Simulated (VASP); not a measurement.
# Ir (Fm-3m) in VASP: further runs

Aim: see how the results for Ir move with the level of theory and the settings. Levels: LDA, r2SCAN. Tasks: single point.

Everything below comes from runs of VASP 6.6.1. Logs are shortened: lines on timing, memory, paths and dates and some standing lists are left out, and cuts for length are marked.

**1. The cell of the first run**

Symmetry: Fm-3m, No. 225, cubic system. The conventional cell has a = 3.890 Å, b = 3.890 Å, c = 3.890 Å, α = 90.00°, β = 90.00°, γ = 90.00°. Within 3.6 Å of Ir (site symmetry m-3m) lie 12 Ir at 2.75 Å.

**2. Single point, LDA (14.72 Å³/atom)**

INCAR reads:

```
SYSTEM = Ir
PREC = Accurate
ENCUT = 500
EDIFF = 1E-6
ISMEAR = -1
SIGMA = 0.05
LREAL = .FALSE.
LASPH = .TRUE.
NELM = 120
ALGO = Normal
ISIF = 2
LWAVE = .FALSE.
LCHARG = .FALSE.
NBANDS = 10
GGA_COMPAT = .FALSE.
```

KPOINTS reads:

```
Automatic mesh
0
G
  15 15 15
  0 0 0
```

POSCAR reads:

```
Ir
1.0
    0.0000000000      1.9449621075      1.9449621075
    1.9449621075      0.0000000000      1.9449621075
    1.9449621075      1.9449621075      0.0000000000
Ir
1
Direct
    0.0000000000      0.0000000000      0.0000000000
```

Potentials or basis: VASP PAW LDA potentials, release 64 (Ir).

The run is started by

```sh
$ cat potpaw_LDA.64/Ir/POTCAR > POTCAR
$ mpirun -np 1 vasp_std > vasp.out
```

OUTCAR:

```text
SYSTEM = Ir
   PREC = Accurate
   ENCUT = 500
   EDIFF = 1E-6
   ISMEAR = -1
   LREAL = .FALSE.
   LASPH = .TRUE.
   NELM = 120
   ISIF = 2

 ion  position               nearest neighbor table
   1  0.000  0.000  0.000-

  LATTYP: Found a face centered cubic cell.
 ALAT       =     3.8899242150

  Lattice vectors:

 A1 = (   0.0000000000,   1.9449621075,   1.9449621075)
 A2 = (   1.9449621075,   0.0000000000,   1.9449621075)
 A3 = (   1.9449621075,   1.9449621075,   0.0000000000)

Analysis of symmetry for initial positions (statically):
=====================================================================
 Subroutine PRICEL returns:
 Original cell was already a primitive cell.

 Routine SETGRP: Setting up the symmetry group for a
 face centered cubic supercell.

 Subroutine GETGRP returns: Found 48 space group operations
 (whereof 48 operations were pure point group operations)
 out of a pool of 48 trial point group operations.

The static configuration has the point symmetry O_h .

Analysis of symmetry for dynamics (positions and initial velocities):
=====================================================================
 Subroutine PRICEL returns:
 Original cell was already a primitive cell.

 Routine SETGRP: Setting up the symmetry group for a
 face centered cubic supercell.

 Subroutine GETGRP returns: Found 48 space group operations
 (whereof 48 operations were pure point group operations)
 out of a pool of 48 trial point group operations.

The dynamic configuration has the point symmetry O_h .

 Subroutine INISYM returns: Found 48 space group operations
 (whereof 48 operations are pure point group operations),
 and found     1 'primitive' translations

----------------------------------------------------------------------------------------

                                     Primitive cell

  volume of cell :      14.7151

  direct lattice vectors                    reciprocal lattice vectors
     0.000000000  1.944962108  1.944962108    -0.257074417  0.257074417  0.257074417
     1.944962108  0.000000000  1.944962108     0.257074417 -0.257074417  0.257074417
     1.944962108  1.944962108  0.000000000     0.257074417  0.257074417 -0.257074417

  length of vectors
     2.750591791  2.750591791  2.750591791     0.445265952  0.445265952  0.445265952

  position of ions in fractional coordinates (direct lattice)
     0.000000000  0.000000000  0.000000000

  ion indices of the primitive-cell ions
   primitive index   ion index
                 1           1

[... 77 lines left out ...]
   ISIF   =      2    stress and relaxation
   ISYM   =      2    0-nonsym 1-usesym 2-fastsym
   POTIM  = 0.5000    time-step for ionic-motion
   TEBEG  =    0.0;   TEEND  =   0.0 temperature during run
   PSTRESS=    0.0 pullay stress
   NELECT =       9.0000    total number of electrons
   NUPDOWN=      -1.0000    fix difference up-down
   EMIN   =  10.00;   EMAX   =-10.00  energy-range for DOS
   EFERMI =   0.00;   METHOD = LEGACY
   ISMEAR =    -1;   SIGMA  =   0.05  broadening in eV -4-tet -1-fermi 0-gaus
   EFERMI_NEDOS =   21; number of points for ismear=-14 and -15
   IALGO  =     38    algorithm
   IMIX   =      4    mixing-type and parameters
     AMIX     =   0.40;   BMIX     =  1.00
     AMIX_MAG =   1.60;   BMIX_MAG =  1.00
  volume/ion in A,a.u.               =      14.72        99.30
  Fermi-wavevector in a.u.,A,eV,Ry     =   1.389636  2.626032 26.274066  1.931089
  Thomas-Fermi vector in A             =   2.513648
   LORBIT       =      0    0 simple, 1 ext, 2 COOP (PROOUT), +10 PAW based schemes
   GGA     = CA    functional components
   LHFCALC =     F    Hartree Fock is set to
   AEXX    =    0.0000 exact exchange contribution
   IVDW    =     0    specifies the selected vdW correction
   LEPSILON=     F    determine dielectric tensor
   LRPA    =     F    only Hartree local field effects (RPA)
 non-spin polarized calculation
  energy-cutoff  :      500.00
  volume of cell :       14.72
 maximum number of plane-waves:       384
   NGX =  9   NGY =  9   NGZ =  9

 number of electron       9.0000000 magnetization

 Free energy of the ion-electron system (eV)
  ---------------------------------------------------
  ext. energy  EPLUGINS =         0.00000000
  ---------------------------------------------------
  free energy    TOTEN  =       -10.28448053 eV

  energy without entropy =      -10.27596273  energy(sigma->0) =      -10.28022163

 E-fermi :   9.6655     XC(G=0): -13.9137

 val. band max:        9.6625178274   @ k =  -0.4000   0.4667   0.0667
 cond. band min:       9.6663223744   @ k =  -0.3333   0.2667   0.0667
 fundamental gap:      0.0038045470
 Fermi energy:         9.6655162979

 k-point     1 :       0.0000    0.0000    0.0000
  band No.  band energies     occupation
      1      -1.0596      2.00000
      2       5.9377      2.00000
      3       5.9377      2.00000
      4       5.9377      2.00000
      5       8.4997      2.00000
      6       8.4997      2.00000
      7      24.0494      0.00000
      8      29.3523      0.00000
      9      29.3523      0.00000
     10      29.3523      0.00000
[... 287 lines left out ...]
 k-point    24 :       0.2000    0.1333    0.0000
  band No.  band energies     occupation
      1       0.5310      2.00000
      2       4.9562      2.00000
      3       6.6858      2.00000
      4       6.7724      2.00000
      5       7.5480      2.00000
      6       8.9407      2.00000
      7      26.5520      0.00000
      8      26.5988      0.00000
      9      29.4554      0.00000
     10      30.0160      0.00000

 [... further k-points ...]

------------------------ aborting loop because EDIFF is reached ----------------------------------------

  FORCE on cell =-STRESS in cart. coord.  units (eV):
  Direction    XX          YY          ZZ          XY          YZ          ZX
  --------------------------------------------------------------------------------------
  -------------------------------------------------------------------------------------
  Total       -1.7894707     -1.7894707     -1.7894707      0.0000000      0.0000000      0.0000000
  in kB     -194.8371390   -194.8371390   -194.8371390      0.0000000      0.0000000      0.0000000
  external PRESSURE =    -194.8371390 kB  Pullay stress =       0.0000000 kB

 VOLUME and BASIS-vectors are now :
 -----------------------------------------------------------------------------
  energy-cutoff  :      500.00
  volume of cell :       14.72
      direct lattice vectors                 reciprocal lattice vectors
     0.000000000  1.944962108  1.944962108    -0.257074417  0.257074417  0.257074417
     1.944962108  0.000000000  1.944962108     0.257074417 -0.257074417  0.257074417
     1.944962108  1.944962108  0.000000000     0.257074417  0.257074417 -0.257074417

 POSITION                                       TOTAL-FORCE (eV/Angst)
 -----------------------------------------------------------------------------------
      0.00000      0.00000      0.00000         0.000000      0.000000      0.000000
 -----------------------------------------------------------------------------------
    total drift:                                0.000000      0.000000     -0.000000

  FREE ENERGIE OF THE ION-ELECTRON SYSTEM (eV)
  ---------------------------------------------------
  free  energy   TOTEN  =       -10.2844805279 eV

  energy  without entropy=      -10.2759627294  energy(sigma->0) =      -10.28022163
```

Run time: 13 s. Hardware: 1 thread of Intel Xeon 8259CL, shared host; peak memory 0.13 GiB.

What came out:

| Quantity | Value |
| --- | --- |
| Free energy | -10.2845 eV |
| Pressure | -19.5 GPa |
| Band gap on the k mesh | zero (an odd number of electrons rules out a gap without spin polarisation) |

Caveat: the cell stands under tension; spin-orbit coupling is left out, which moves the levels of the heavy elements.

**3. Single point, r2SCAN (13.58 Å³/atom)**

This run uses another cell than the first one, of 13.58 Å³/atom.

POSCAR reads:

```
Ir
1.0
    0.0000000000      1.8937549276      1.8937549276
    1.8937549276      0.0000000000      1.8937549276
    1.8937549276      1.8937549276      0.0000000000
Ir
1
Direct
    0.0000000000      0.0000000000      0.0000000000
```

INCAR.step1 reads:

```
SYSTEM = Ir
PREC     = Accurate       ! precision mode
ENCUT    = 550            ! plane-wave cutoff, eV
ISMEAR   = -1             ! smearing method
SIGMA    = 0.05           ! smearing width, eV
LREAL    = .False.        ! projectors in reciprocal space
LASPH    = .True.         ! aspherical terms in the spheres
NELM     = 120            ! most SCF steps
NBANDS   = 10             ! bands
GGA      = PE             ! functional
ALGO     = Normal         ! electronic algorithm
EDIFF    = 1E-5           ! SCF threshold, eV
LWAVE    = .True.         ! write WAVECAR
LCHARG   = .False.        ! write CHGCAR
GGA_COMPAT= .False.
```

INCAR.step2 reads:

```
SYSTEM = Ir
PREC     = Accurate       ! precision mode
ENCUT    = 550            ! plane-wave cutoff, eV
EDIFF    = 1E-6           ! SCF threshold, eV
ISMEAR   = -1             ! smearing method
SIGMA    = 0.05           ! smearing width, eV
LREAL    = .False.        ! projectors in reciprocal space
LASPH    = .True.         ! aspherical terms in the spheres
NELM     = 120            ! most SCF steps
ALGO     = Normal         ! electronic algorithm
ISIF     = 2              ! what is computed and relaxed
LWAVE    = .False.        ! write WAVECAR
LCHARG   = .False.        ! write CHGCAR
METAGGA  = R2SCAN         ! meta-GGA
LMIXTAU  = .True.       
NBANDS   = 10             ! bands
ISTART   = 1            
GGA_COMPAT= .False.
```

KPOINTS reads:

```
Automatic mesh
0
Gamma
  15 15 15
  0 0 0
```

Potentials or basis: VASP PAW PBE potentials, release 64 (Ir).

The run is started by

```sh
$ cat potpaw_PBE.64/Ir/POTCAR > POTCAR
$ cp INCAR.step1 INCAR
$ mpirun -np 1 vasp_std > vasp.out
$ cp INCAR.step2 INCAR
$ mpirun -np 1 vasp_std > vasp.out
```

OUTCAR:

```text
SYSTEM = Ir
   PREC = Accurate
   ENCUT = 550
   EDIFF = 1E-6
   ISMEAR = -1
   LREAL = .False.
   LASPH = .True.
   NELM = 120
   ISIF = 2
   METAGGA = R2SCAN
   ISTART = 1

 ion  position               nearest neighbor table
   1  0.000  0.000  0.000-

  LATTYP: Found a face centered cubic cell.
 ALAT       =     3.7875098552

  Lattice vectors:

 A1 = (   0.0000000000,   1.8937549276,   1.8937549276)
 A2 = (   1.8937549276,   0.0000000000,   1.8937549276)
 A3 = (   1.8937549276,   1.8937549276,   0.0000000000)

Analysis of symmetry for initial positions (statically):
=====================================================================
 Subroutine PRICEL returns:
 Original cell was already a primitive cell.

 Routine SETGRP: Setting up the symmetry group for a
 face centered cubic supercell.

 Subroutine GETGRP returns: Found 48 space group operations
 (whereof 48 operations were pure point group operations)
 out of a pool of 48 trial point group operations.

The static configuration has the point symmetry O_h .

Analysis of symmetry for dynamics (positions and initial velocities):
[... 161 lines left out ...]
 Fermi energy:        10.9670888038

 k-point     1 :       0.0000    0.0000    0.0000
  band No.  band energies     occupation
      1      -1.0861      2.00000
      2       6.6409      2.00000
      3       6.6409      2.00000
      4       6.6409      2.00000
      5       9.5396      2.00000
      6       9.5396      2.00000
      7      25.9061      0.00000
      8      32.0275      0.00000
      9      32.0275      0.00000
     10      32.0275      0.00000
[... 287 lines left out ...]
 k-point    24 :       0.2000    0.1333    0.0000
  band No.  band energies     occupation
      1       0.7071      2.00000
      2       5.4632      2.00000
      3       7.4895      2.00000
      4       7.6126      2.00000
      5       8.4264      2.00000
      6      10.0567      2.00000
      7      28.8824      0.00000
      8      29.1630      0.00000
      9      32.4563      0.00000
     10      33.0163      0.00000

 [... further k-points ...]

------------------------ aborting loop because EDIFF is reached ----------------------------------------

  FORCE on cell =-STRESS in cart. coord.  units (eV):
  Direction    XX          YY          ZZ          XY          YZ          ZX
  --------------------------------------------------------------------------------------
  -------------------------------------------------------------------------------------
  Total        1.8622797      1.8622797      1.8622797      0.0000000     -0.0000000      0.0000000
  in kB      219.6616146    219.6616146    219.6616146      0.0000000     -0.0000000      0.0000000
  external PRESSURE =     219.6616146 kB  Pullay stress =       0.0000000 kB

 VOLUME and BASIS-vectors are now :
 -----------------------------------------------------------------------------
  energy-cutoff  :      550.00
  volume of cell :       13.58
      direct lattice vectors                 reciprocal lattice vectors
     0.000000000  1.893754928  1.893754928    -0.264025716  0.264025716  0.264025716
     1.893754928  0.000000000  1.893754928     0.264025716 -0.264025716  0.264025716
     1.893754928  1.893754928  0.000000000     0.264025716  0.264025716 -0.264025716

 POSITION                                       TOTAL-FORCE (eV/Angst)
 -----------------------------------------------------------------------------------
      0.00000      0.00000      0.00000         0.000000      0.000000      0.000000
 -----------------------------------------------------------------------------------
    total drift:                                0.000000     -0.000000     -0.000000

  FREE ENERGIE OF THE ION-ELECTRON SYSTEM (eV)
  ---------------------------------------------------
  free  energy   TOTEN  =       -52.3301235610 eV

  energy  without entropy=      -52.3230399673  energy(sigma->0) =      -52.32658176
```

OSZICAR.step1:

```text
N       E                     dE             d eps       ncg     rms          rms(c)
DAV:   1     0.515151731952E+02    0.51515E+02   -0.46088E+03  2416   0.868E+02
DAV:   2    -0.835390554989E+01   -0.59869E+02   -0.56996E+02  2486   0.208E+02
DAV:   3    -0.931097420683E+01   -0.95707E+00   -0.95192E+00  2816   0.312E+01
DAV:   4    -0.931990376406E+01   -0.89296E-02   -0.89275E-02  2702   0.277E+00
DAV:   5    -0.932007423163E+01   -0.17047E-03   -0.17046E-03  2802   0.362E-01    0.171E+01
DAV:   6    -0.888481791192E+01    0.43526E+00   -0.68426E-01  2690   0.103E+01    0.727E+00
DAV:   7    -0.879074769487E+01    0.94070E-01   -0.26563E-01  2876   0.594E+00    0.143E+00
DAV:   8    -0.878798983138E+01    0.27579E-02   -0.20729E-03  2600   0.494E-01    0.105E+00
DAV:   9    -0.878434211694E+01    0.36477E-02   -0.24374E-03  2682   0.701E-01    0.215E-02
DAV:  10    -0.878434529222E+01   -0.31753E-05   -0.14935E-05  3112   0.382E-02
   1 F= -.87843453E+01 E0= -.87805640E+01  d E =-.756250E-02
```

It took 51 s on 1 thread of Intel Xeon 8259CL, shared host; peak memory 0.14 GiB.

Results:

```
Free energy            : -52.3301 eV
Pressure               : 22.0 GPa
Band gap on the k mesh : zero (an odd number of electrons rules out a gap without spin polarisation)
```

Caveat: the cell stands under pressure; the PAW data sets were made with another functional, which shifts forces and pressure a little; spin-orbit coupling is left out, which moves the levels of the heavy elements.
